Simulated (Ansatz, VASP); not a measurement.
## Al3B2Sb in VASP and in Ansatz

```
Al B Sb
1.0
     3.06443    0.00000    0.00000
    -1.53222    2.65388    0.00000
     0.00000    0.00000   10.78794
Al B Sb
3 2 1
Direct
  0.00000 0.00000 0.14119
  0.00000 0.00000 0.83108
  0.66667 0.33333 0.62674
  0.33333 0.66667 0.98442
  0.66667 0.33333 0.99169
  0.33333 0.66667 0.37489
```

Alike in both runs: functional PBE; k mesh 12 × 12 × 4; occupations gaussian, width 0.1 eV; no spin polarisation.

Ansatz relaxed the structure, and its values are those at the end. VASP's run is a single point on that final structure, the one shown.

```csv
,VASP,Ansatz
version,VASP 6.6.1,Ansatz 0.2.0
potentials or method,"VASP PAW PBE potentials, release 64 (Al, B, Sb), cutoff 520 eV","scalar-relativistic, plane waves, PAW"
valence electrons in the cell,20,30
```

Ansatz gave:

```
gap on the k mesh at the Fermi level (eV) : none
pressure (GPa)                            : 0.0
rms of the force components (eV/Å)        : 0.000
```

**Question.** Which values does VASP return?

**Answer.** gap on the k mesh at the Fermi level (eV): none; pressure (GPa): 0.0; rms of the force components (eV/Å): 0.004.

A gap of «none» marks a metal or a gap that the smearing closes. With one functional, cell and mesh, what is left measures potentials, basis and numerics. VASP's potentials hold 20 valence electrons a cell and Ansatz's 30, so a difference there can come from the potentials and not from the codes.

Spin-orbit coupling is off throughout.
